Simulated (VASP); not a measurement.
# Ti12H in VASP: single point with PBE

Aim: the single point of Ti12H with PBE.

Everything below comes from runs of VASP 6.6.1. Logs are shortened: lines on timing, memory, paths and dates and some standing lists are left out, and cuts for length are marked.

### Step 1. The cell of the first run

The cell holds a slab with vacuum, 13 atoms: a = 5.876 Å, b = 4.650 Å, c = 21.284 Å, α = 90.00°, β = 90.00°, γ = 90.00°.

### Step 2. Single point, PBE

File INCAR:

```
PREC = Accurate ; ENCUT = 520
EDIFF = 1E-7 ; ISMEAR = 0
SIGMA = 0.1 ; LREAL = False
LASPH = True ; NELM = 60
ALGO = Normal ; ISIF = 2
LWAVE = False ; LCHARG = False
LDIPOL = True ; IDIPOL = 3
DIPOL = 0.5 0.5 0.339 ; GGA = PE
NBANDS = 84
```

File KPOINTS:

```
Automatic mesh
0
Gamma
  5 6 1
```

File POSCAR:

```
Ti12H
1.0
    5.8763264169      0.0000000000      0.0000000000
    0.0000000000      4.6504654180      0.0000000000
    0.0000000000      0.0000000000     21.2842241737
Ti H
12 1
Direct
    0.0000000000      0.7500000000      0.1879326194
    0.5000000000      0.7500000000      0.1879326194
    0.2500000000      0.2500000000      0.2277825407
    0.7500000000      0.2500000000      0.2277825407
    0.2500000000      0.7500000000      0.3074823835
    0.7500000000      0.7500000000      0.3074823835
    0.0000000000      0.2500000000      0.3461291986
    0.5000000000      0.2500000000      0.3461291986
    0.0000000000      0.7500000000      0.4220680061
    0.5000000000      0.7500000000      0.4220680061
    0.2500000000      0.2500000000      0.4596937193
    0.7500000000      0.2500000000      0.4596937193
    0.5000000000      0.5833333333      0.5013113943
```

Potentials or basis: VASP PAW PBE potentials, release 64 (Ti_sv, H).

On the command line:

```sh
> cat potpaw_PBE.64/Ti_sv/POTCAR potpaw_PBE.64/H/POTCAR > POTCAR
> mpirun -np 1 vasp_std > vasp.out
```

OUTCAR:

```text
PREC = Accurate
   ENCUT = 520
   EDIFF = 1E-7
   ISMEAR = 0
   LREAL = False
   LASPH = True
   NELM = 60
   ISIF = 2
   GGA = PE

 ion  position               nearest neighbor table
   1  0.000  0.750  0.188-   3 2.88   4 2.88   3 2.88   4 2.88
   2  0.500  0.750  0.188-   3 2.88   4 2.88   3 2.88   4 2.88
   3  0.250  0.250  0.228-   1 2.88   2 2.88   1 2.88   2 2.88   5 2.88   5 2.88   8 2.92   7 2.92

   4  0.750  0.250  0.228-   1 2.88   2 2.88   1 2.88   2 2.88   6 2.88   6 2.88   8 2.92   7 2.92

   5  0.250  0.750  0.307-   9 2.85  10 2.85   7 2.87   8 2.87   7 2.87   8 2.87   3 2.88   3 2.88

   6  0.750  0.750  0.307-   9 2.85  10 2.85   7 2.87   8 2.87   7 2.87   8 2.87   4 2.88   4 2.88

   7  0.000  0.250  0.346-  11 2.83  12 2.83   9 2.83   9 2.83   5 2.87   5 2.87   6 2.87   6 2.87
                             3 2.92   4 2.92
   8  0.500  0.250  0.346-  11 2.83  12 2.83  10 2.83  10 2.83   5 2.87   5 2.87   6 2.87   6 2.87
                             3 2.92   4 2.92
   9  0.000  0.750  0.422-   7 2.83   7 2.83   5 2.85   6 2.85  12 2.86  11 2.86  11 2.86  12 2.86

  10  0.500  0.750  0.422-  13 1.86   8 2.83   8 2.83   6 2.85   5 2.85  11 2.86  12 2.86  11 2.86
                            12 2.86
  11  0.250  0.250  0.460-   7 2.83   8 2.83   9 2.86  10 2.86   9 2.86  10 2.86
  12  0.750  0.250  0.460-   7 2.83   8 2.83   9 2.86  10 2.86   9 2.86  10 2.86
  13  0.500  0.583  0.501-  10 1.86

  LATTYP: Found a simple orthorhombic cell.
 ALAT       =     4.6504654180
 B/A-ratio  =     1.2635996376
 C/A-ratio  =     4.5767944196

  Lattice vectors:

 A1 = (   0.0000000000,  -4.6504654180,   0.0000000000)
 A2 = (   5.8763264169,   0.0000000000,   0.0000000000)
 A3 = (   0.0000000000,   0.0000000000,  21.2842241737)

Analysis of symmetry for initial positions (statically):
=====================================================================
 Subroutine PRICEL returns:
 Original cell was already a primitive cell.

 Routine SETGRP: Setting up the symmetry group for a
 simple orthorhombic supercell.

 Subroutine GETGRP returns: Found  2 space group operations
 (whereof  2 operations were pure point group operations)
 out of a pool of  8 trial point group operations.

The static configuration has the point symmetry C_1h.

Analysis of symmetry for dynamics (positions and initial velocities):
=====================================================================
 Subroutine PRICEL returns:
 Original cell was already a primitive cell.

 Routine SETGRP: Setting up the symmetry group for a
 simple orthorhombic supercell.

[... 136 lines left out ...]
  Thomas-Fermi vector in A             =   2.164425
   LORBIT       =      0    0 simple, 1 ext, 2 COOP (PROOUT), +10 PAW based schemes
   GGA     = PE    functional components
   LHFCALC =     F    Hartree Fock is set to
   AEXX    =    0.0000 exact exchange contribution
   IVDW    =     0    specifies the selected vdW correction
   LEPSILON=     F    determine dielectric tensor
   LRPA    =     F    only Hartree local field effects (RPA)
 non-spin polarized calculation
 Gauss-broadening in eV      SIGMA  =   0.10
  energy-cutoff  :      520.00
  volume of cell :      581.65
 maximum number of plane-waves:     15708
 NGX is ok and might be reduce to    48
   NGX = 21   NGY = 17   NGZ = 79

 dipolmoment           0.000000      0.000000     -0.006492 electrons x Angstroem

 number of electron     145.0000022 magnetization

 dipolmoment           0.000000      0.000000      0.006054 electrons x Angstroem

 Free energy of the ion-electron system (eV)
  ---------------------------------------------------
  ext. energy  EPLUGINS =         0.00000000
  ---------------------------------------------------
  free energy    TOTEN  =       -91.20920965 eV

  energy without entropy =      -91.10439304  energy(sigma->0) =      -91.15680135

 E-fermi :   0.7108     XC(G=0):  -5.0991

 val. band max:        0.7060003225   @ k =   0.2000   0.1667   0.0000
 cond. band min:       0.7236142794   @ k =   0.0000   0.5000   0.0000
 fundamental gap:      0.0176139569
 Fermi energy:         0.7107537591

 k-point     1 :       0.0000    0.0000    0.0000
  band No.  band energies     occupation
      1     -56.3452      2.00000
      2     -56.3011      2.00000
      3     -56.3006      2.00000
      4     -56.2547      2.00000
      5     -56.1160      2.00000
      6     -56.0579      2.00000
[... 1033 lines left out ...]
     83       1.1546      0.00000
     84       1.1630      0.00000

------------------------ aborting loop because EDIFF is reached ----------------------------------------

 vacuum level on the upper side and lower side of the slab       (xc-potential included)        -0.107        -0.173

  FORCE on cell =-STRESS in cart. coord.  units (eV):
  Direction    XX          YY          ZZ          XY          YZ          ZX
  --------------------------------------------------------------------------------------
  -------------------------------------------------------------------------------------
  Total       -5.9795805     -5.8563041     -1.2351457      0.0000000     -1.1076935      0.0000000
  in kB      -16.4710446    -16.1314738     -3.4022688      0.0000000     -3.0511954      0.0000000
  external PRESSURE =     -12.0015958 kB  Pullay stress =       0.0000000 kB

 VOLUME and BASIS-vectors are now :
 -----------------------------------------------------------------------------
  energy-cutoff  :      520.00
  volume of cell :      581.65
      direct lattice vectors                 reciprocal lattice vectors
     5.876326417  0.000000000  0.000000000     0.170174345  0.000000000  0.000000000
     0.000000000  4.650465418  0.000000000     0.000000000  0.215032241  0.000000000
     0.000000000  0.000000000 21.284224174     0.000000000  0.000000000  0.046983155

 POSITION                                       TOTAL-FORCE (eV/Angst)
 -----------------------------------------------------------------------------------
      0.00000      3.48785      4.00000         0.000000     -0.011954      0.328104
      2.93816      3.48785      4.00000         0.000000      0.018204      0.317394
      1.46908      1.16262      4.84817         0.024921     -0.003299      0.059922
      4.40724      1.16262      4.84817        -0.024921     -0.003299      0.059922
      1.46908      3.48785      6.54452        -0.089115      0.029768     -0.477752
      4.40724      3.48785      6.54452         0.089115      0.029768     -0.477752
      0.00000      1.16262      7.36709         0.000000     -0.138490      0.102552
      2.93816      1.16262      7.36709         0.000000      0.050315     -0.126427
      0.00000      3.48785      8.98339         0.000000      0.003273     -0.216661
      2.93816      3.48785      8.98339         0.000000      0.231323      0.244576
      1.46908      1.16262      9.78422         0.305307      0.425496      0.088292
      4.40724      1.16262      9.78422        -0.305307      0.425496      0.088292
      2.93816      2.71277     10.67002         0.000000     -1.056600      0.009540
 -----------------------------------------------------------------------------------
    total drift:                                0.000000      0.000112     -0.000770

  FREE ENERGIE OF THE ION-ELECTRON SYSTEM (eV)
  ---------------------------------------------------
  free  energy   TOTEN  =       -91.2092096535 eV

  energy  without entropy=      -91.1043930425  energy(sigma->0) =      -91.15680135

 vacuum level on the upper side and lower side of the slab         4.486         4.348
```

Run time: 27 min. Hardware: 1 thread of Intel Xeon Platinum 8488C (Sapphire Rapids), shared host; peak memory 0.8 GiB.

What came out:

```
Free energy            : -91.2092 eV
Largest force          : 1.057 eV/Å
Band gap on the k mesh : zero (an odd number of electrons rules out a gap without spin polarisation)
```

Forces in eV/Å, atoms in the order of the input:
```
Ti   0.000 -0.012  0.328
Ti   0.000  0.018  0.317
Ti   0.025 -0.003  0.060
Ti  -0.025 -0.003  0.060
Ti  -0.089  0.030 -0.478
Ti   0.089  0.030 -0.478
Ti   0.000 -0.138  0.103
Ti   0.000  0.050 -0.126
Ti   0.000  0.003 -0.217
Ti   0.000  0.231  0.245
Ti   0.305  0.425  0.088
Ti  -0.305  0.425  0.088
H    0.000 -1.057  0.010
```

Levels at points of the mesh, in eV from the Fermi level:
```csv
k point,band 69,band 70,band 71,band 72,band 73,band 74,band 75,band 76
"(0.00, 0.00, 0.00)",-0.63,-0.55,-0.10,0.11,0.19,0.33,0.33,0.50
"(0.00, 0.50, 0.00)",-0.44,-0.39,-0.19,0.01,0.16,0.20,0.30,0.31
```
